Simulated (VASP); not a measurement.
Write the native input for VASP 6.6.1 that does the following.

```yaml
Task: single point
Functional: PBE
Potentials_or_basis: VASP PAW PBE potentials, release 64 (Ti_sv, Al)
Cutoff: 520 eV
k_mesh: 15 × 15 × 6
Occupations: gaussian, width 0.15 eV
Spin: no spin polarisation
Dipole_correction: no
Further_INCAR_settings: ALGO = Fast; EDIFF = 1e-06; NBANDS = 28
```

The structure of Ti3Al lies in POSCAR:

```
Ti3Al
1.0
    2.8555218141      0.0000000000      0.0000000000
   -1.4277609070      2.4729544320      0.0000000000
    0.0000000000      0.0000000000      9.7176262854
Ti Al
3 1
Direct
    0.6666666667      0.3333333333      0.0000000000
    0.3333333333      0.6666666667      0.7450413502
    0.3333333333      0.6666666667      0.2549586498
    0.6666666667      0.3333333333      0.5000000000
```

This cell differs from its parent crystal: atoms shifted along a free coordinate, c/a of the conventional cell at fixed volume 3.4031.

The input as run:

INCAR

```
SYSTEM = Ti3Al
PREC = Accurate
ENCUT = 520
EDIFF = 1E-6
ISMEAR = 0
SIGMA = 0.15
LREAL = .FALSE.
LASPH = .TRUE.
NELM = 60
ALGO = Fast
ISIF = 2
LWAVE = .FALSE.
LCHARG = .TRUE.
GGA = PE
LELF = .TRUE.
LVHAR = .TRUE.
NBANDS = 28
```

KPOINTS

```
Automatic mesh
0
G
  15 15 6
  0 0 0
```

Potentials or basis: VASP PAW PBE potentials, release 64 (Ti_sv, Al).

Run with:

```sh
$ cat potpaw_PBE.64/Ti_sv/POTCAR potpaw_PBE.64/Al/POTCAR > POTCAR
$ mpirun -np 1 vasp_std > vasp.out
```

Results of the run:

```
Pressure               : -0.5 GPa
Largest force          : 0.108 eV/Å
Band gap on the k mesh : zero (an odd number of electrons rules out a gap without spin polarisation)
```

Run time: 14 min on 1 thread of Intel(R) Xeon(R) 6975P-C (Granite Rapids), on a shared host, peak memory 0.32 GiB.
